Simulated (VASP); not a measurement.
# Sn (Pm-3m) in VASP: single point with LDA

Aim: the single point of Sn with LDA.

Program: VASP 6.6.1. These are calculated values, not measurements. Logs are shortened: lines on timing, memory, paths and dates and some standing lists are left out, and cuts for length are marked.

## Step 1: The cell of the first run

Symmetry: Pm-3m, No. 221, cubic system. The conventional cell has a = 3.018 Å, b = 3.018 Å, c = 3.018 Å, α = 90.00°, β = 90.00°, γ = 90.00°. Within 4.0 Å of Sn (site symmetry m-3m) lie 6 Sn at 3.02 Å.

## Step 2: Single point, LDA

INCAR

```
PREC     = Accurate       # precision mode
ENCUT    = 520            # plane-wave cutoff, eV
EDIFF    = 1E-7           # SCF threshold, eV
ISMEAR   = -1             # smearing method
SIGMA    = 0.13605693000000002 # smearing width, eV
LREAL    = False          # projectors in reciprocal space
LASPH    = True           # aspherical terms in the spheres
NELM     = 80             # most SCF steps
ALGO     = Normal         # electronic algorithm
ISIF     = 2              # what is computed and relaxed
LWAVE    = False          # write WAVECAR
LCHARG   = False          # write CHGCAR
NBANDS   = 13             # bands
```

KPOINTS

```
regular mesh
0
Gamma
  11 11 11
```

POSCAR

```
Sn
1.0
    3.0176002456      0.0000000000      0.0000000000
    0.0000000000      3.0176002456      0.0000000000
    0.0000000000      0.0000000000      3.0176002456
Sn
1
Direct
    0.0000000000      0.0000000000      0.0000000000
```

Potentials or basis: VASP PAW LDA potentials, release 64 (Sn_d).

On the command line:

```console
> cat potpaw_LDA.64/Sn_d/POTCAR > POTCAR
> mpirun -np 1 vasp_std > vasp.out
```

OUTCAR:

```text
PREC = Accurate
   ENCUT = 520
   EDIFF = 1E-7
   ISMEAR = -1
   LREAL = False
   LASPH = True
   NELM = 80
   ISIF = 2

 ion  position               nearest neighbor table
   1  0.000  0.000  0.000-

  LATTYP: Found a simple cubic cell.
 ALAT       =     3.0176002456

  Lattice vectors:

 A1 = (   3.0176002456,   0.0000000000,   0.0000000000)
 A2 = (   0.0000000000,   3.0176002456,   0.0000000000)
 A3 = (   0.0000000000,   0.0000000000,   3.0176002456)

Analysis of symmetry for initial positions (statically):
=====================================================================
 Subroutine PRICEL returns:
 Original cell was already a primitive cell.

 Routine SETGRP: Setting up the symmetry group for a
 simple cubic supercell.

 Subroutine GETGRP returns: Found 48 space group operations
 (whereof 48 operations were pure point group operations)
 out of a pool of 48 trial point group operations.

The static configuration has the point symmetry O_h .

Analysis of symmetry for dynamics (positions and initial velocities):
=====================================================================
 Subroutine PRICEL returns:
 Original cell was already a primitive cell.

 Routine SETGRP: Setting up the symmetry group for a
 simple cubic supercell.

 Subroutine GETGRP returns: Found 48 space group operations
 (whereof 48 operations were pure point group operations)
 out of a pool of 48 trial point group operations.

The dynamic configuration has the point symmetry O_h .

 Subroutine INISYM returns: Found 48 space group operations
 (whereof 48 operations are pure point group operations),
 and found     1 'primitive' translations

----------------------------------------------------------------------------------------

                                     Primitive cell

  volume of cell :      27.4780

  direct lattice vectors                    reciprocal lattice vectors
     3.017600246  0.000000000  0.000000000     0.331389156  0.000000000  0.000000000
     0.000000000  3.017600246  0.000000000     0.000000000  0.331389156  0.000000000
     0.000000000  0.000000000  3.017600246     0.000000000  0.000000000  0.331389156

  length of vectors
     3.017600246  3.017600246  3.017600246     0.331389156  0.331389156  0.331389156

  position of ions in fractional coordinates (direct lattice)
     0.000000000  0.000000000  0.000000000

  ion indices of the primitive-cell ions
   primitive index   ion index
                 1           1

----------------------------------------------------------------------------------------

 KPOINTS: regular mesh

Automatic generation of k-mesh.
 Grid dimensions read from file:
 generate k-points for:   11   11   11

 Generating k-lattice:

  Cartesian coordinates                     Fractional coordinates (reciprocal lattice)
     0.030126287  0.000000000  0.000000000     0.090909091  0.000000000  0.000000000
     0.000000000  0.030126287  0.000000000     0.000000000  0.090909091  0.000000000
     0.000000000  0.000000000  0.030126287     0.000000000  0.000000000  0.090909091

  Length of vectors
     0.030126287  0.030126287  0.030126287

  Shift w.r.t. Gamma in fractional coordinates (k-lattice)
     0.000000000  0.000000000  0.000000000

 Subroutine IBZKPT returns following result:
 ===========================================

 Found     56 irreducible k-points:

 Following reciprocal coordinates:
            Coordinates               Weight
  0.000000  0.000000  0.000000      1.000000
  0.090909  0.000000  0.000000      6.000000
  0.181818  0.000000  0.000000      6.000000
  0.272727  0.000000  0.000000      6.000000
  0.363636  0.000000  0.000000      6.000000
  0.454545  0.000000  0.000000      6.000000
[... 16 lines left out ...]
  0.181818  0.090909  0.090909     24.000000
  0.272727  0.090909  0.090909     24.000000
 [... further k-points ...]
   k-points           NKPTS =     56   k-points in BZ     NKDIM =     56   number of bands    NBANDS=     13
   number of dos      NEDOS =    301   number of ions     NIONS =      1
   total plane-waves  NPLWV =  13824
   dimension x,y,z NGX =    24 NGY =   24 NGZ =   24
   dimension x,y,z NGXF=    48 NGYF=   48 NGZF=   48
   ions per type =               1
   NGX,Y,Z   is equivalent  to a cutoff of  13.22, 13.22, 13.22 a.u.
   NGXF,Y,Z  is equivalent  to a cutoff of  26.44, 26.44, 26.44 a.u.
 SYSTEM =  unknown system
   PREC   = accura    normal or accurate (medium, high low for compatibility)
   ISTART =      0    job   : 0-new  1-cont  2-samecut
   ICHARG =      2    charge: 1-file 2-atom 10-const
   ISPIN  =      1    spin polarized calculation?
   LNONCOLLINEAR =      F non collinear calculations
   LSORBIT =      F    spin-orbit coupling
   LASPH  =      T    aspherical Exc in radial PAW
   ENCUT  =  520.0 eV  38.22 Ry    6.18 a.u.   5.61  5.61  5.61*2*pi/ulx,y,z
   NELM   =     80;   NELMIN=  2; NELMDL= -5     # of ELM steps
   EDIFF  = 0.1E-06   stopping-criterion for ELM
   LREAL  =      F    real-space projection
   EDIFFG = 0.1E-05   stopping-criterion for IOM
   NSW    =      0    number of steps for IOM
   IBRION =     -1    ionic relax: 0-MD 1-quasi-New 2-CG
   NFREE  =      0    steps in history (QN), initial steepest desc. (CG)
   ISIF   =      2    stress and relaxation
   ISYM   =      2    0-nonsym 1-usesym 2-fastsym
   POTIM  = 0.5000    time-step for ionic-motion
   TEBEG  =    0.0;   TEEND  =   0.0 temperature during run
   PSTRESS=    0.0 pullay stress
   NELECT =      14.0000    total number of electrons
   NUPDOWN=      -1.0000    fix difference up-down
   EMIN   =  10.00;   EMAX   =-10.00  energy-range for DOS
   EFERMI =   0.00;   METHOD = LEGACY
   ISMEAR =    -1;   SIGMA  =   0.14  broadening in eV -4-tet -1-fermi 0-gaus
   EFERMI_NEDOS =   21; number of points for ismear=-14 and -15
   IALGO  =     38    algorithm
   IMIX   =      4    mixing-type and parameters
     AMIX     =   0.40;   BMIX     =  1.00
     AMIX_MAG =   1.60;   BMIX_MAG =  1.00
  volume/ion in A,a.u.               =      27.48       185.43
  Fermi-wavevector in a.u.,A,eV,Ry     =   1.307542  2.470897 23.261436  1.709667
  Thomas-Fermi vector in A             =   2.438270
   LORBIT       =      0    0 simple, 1 ext, 2 COOP (PROOUT), +10 PAW based schemes
   GGA     = CA    functional components
   LHFCALC =     F    Hartree Fock is set to
   AEXX    =    0.0000 exact exchange contribution
   IVDW    =     0    specifies the selected vdW correction
   LEPSILON=     F    determine dielectric tensor
   LRPA    =     F    only Hartree local field effects (RPA)
 non-spin polarized calculation
  energy-cutoff  :      520.00
  volume of cell :       27.48
 maximum number of plane-waves:       752
 NGX is ok and might be reduce to    24
   NGX = 11   NGY = 11   NGZ = 11

 number of electron      14.0000009 magnetization

 Free energy of the ion-electron system (eV)
  ---------------------------------------------------
  ext. energy  EPLUGINS =         0.00000000
  ---------------------------------------------------
  free energy    TOTEN  =        -4.46240147 eV

  energy without entropy =       -4.42262478  energy(sigma->0) =       -4.44251313

 E-fermi :   7.3688     XC(G=0): -10.4458

 val. band max:        7.3384478244   @ k =   0.4545   0.4545   0.3636
 cond. band min:       7.4075497290   @ k =   0.2727   0.2727   0.0909
 fundamental gap:      0.0691019045
 Fermi energy:         7.3688124166

 k-point     1 :       0.0000    0.0000    0.0000
  band No.  band energies     occupation
      1     -14.1009      2.00000
      2     -14.1009      2.00000
      3     -13.6479      2.00000
      4     -13.6479      2.00000
      5     -13.6479      2.00000
      6      -3.6371      2.00000
      7      12.9386      0.00000
      8      12.9386      0.00000
      9      12.9386      0.00000
     10      16.4337      0.00000
     11      16.4337      0.00000
     12      17.8445      0.00000
     13      27.8380      0.00000

 k-point     2 :       0.0909    0.0000    0.0000
  band No.  band energies     occupation
      1     -14.0991      2.00000
      2     -14.0729      2.00000
      3     -13.6574      2.00000
      4     -13.6574      2.00000
      5     -13.6471      2.00000
      6      -3.4995      2.00000
      7      11.3347      0.00000
      8      13.0873      0.00000
      9      13.0873      0.00000
     10      16.5324      0.00000
     11      17.2307      0.00000
     12      18.9431      0.00000
     13      26.7800      0.00000

 k-point     3 :       0.1818    0.0000    0.0000
  band No.  band energies     occupation
      1     -14.0942      2.00000
      2     -13.9977      2.00000
      3     -13.6827      2.00000
      4     -13.6827      2.00000
      5     -13.6450      2.00000
      6      -3.0872      2.00000
      7       8.8495      0.00004
      8      13.5182      0.00000
      9      13.5182      0.00000
     10      16.8301      0.00000
     11      17.6541      0.00000
     12      21.8622      0.00000
     13      24.9390      0.00000
[... 305 lines left out ...]
 k-point    23 :       0.1818    0.0909    0.0909
  band No.  band energies     occupation
      1     -14.0513      2.00000
      2     -13.9798      2.00000
      3     -13.6931      2.00000
      4     -13.6918      2.00000
      5     -13.6640      2.00000
      6      -2.8129      2.00000
      7       9.1103      0.00001
      8      11.8960      0.00000
      9      12.2062      0.00000
     10      18.8163      0.00000
     11      19.3651      0.00000
     12      21.8318      0.00000
     13      23.1371      0.00000

 k-point    24 :       0.2727    0.0909    0.0909
  band No.  band energies     occupation
      1     -14.0451      2.00000
      2     -13.8798      2.00000
      3     -13.7272      2.00000
      4     -13.7256      2.00000
      5     -13.6611      2.00000
      6      -2.1344      2.00000
      7       6.7380      1.98080
      8      12.5330      0.00000
      9      12.8658      0.00000
     10      19.2186      0.00000
     11      19.4299      0.00000
     12      21.3406      0.00000
     13      22.2398      0.00000

 [... further k-points ...]
[... 5 lines left out ...]
  --------------------------------------------------------------------------------------
  -------------------------------------------------------------------------------------
  Total       -0.0884743     -0.0884743     -0.0884743      0.0000000      0.0000000     -0.0000000
  in kB       -5.1587257     -5.1587257     -5.1587257      0.0000000      0.0000000     -0.0000000
  external PRESSURE =      -5.1587257 kB  Pullay stress =       0.0000000 kB

 VOLUME and BASIS-vectors are now :
 -----------------------------------------------------------------------------
  energy-cutoff  :      520.00
  volume of cell :       27.48
      direct lattice vectors                 reciprocal lattice vectors
     3.017600246  0.000000000  0.000000000     0.331389156  0.000000000  0.000000000
     0.000000000  3.017600246  0.000000000     0.000000000  0.331389156  0.000000000
     0.000000000  0.000000000  3.017600246     0.000000000  0.000000000  0.331389156

 POSITION                                       TOTAL-FORCE (eV/Angst)
 -----------------------------------------------------------------------------------
      0.00000      0.00000      0.00000         0.000000      0.000000      0.000000
 -----------------------------------------------------------------------------------
    total drift:                                0.000000     -0.000000     -0.000000

  FREE ENERGIE OF THE ION-ELECTRON SYSTEM (eV)
  ---------------------------------------------------
  free  energy   TOTEN  =        -4.4624014709 eV

  energy  without entropy=       -4.4226247794  energy(sigma->0) =       -4.44251313
```

Wall time 22 s (1 thread of AMD EPYC 7R13, shared host); peak memory 0.11 GiB.

Results:

```
Free energy            : -4.4624 eV
Pressure               : -0.5 GPa
Band gap on the k mesh : zero (band 7 reaches 12.94 eV, above the bottom of band 8 at 5.53 eV)
```

Caveat: spin-orbit coupling is left out, which moves the levels of the heavy elements.
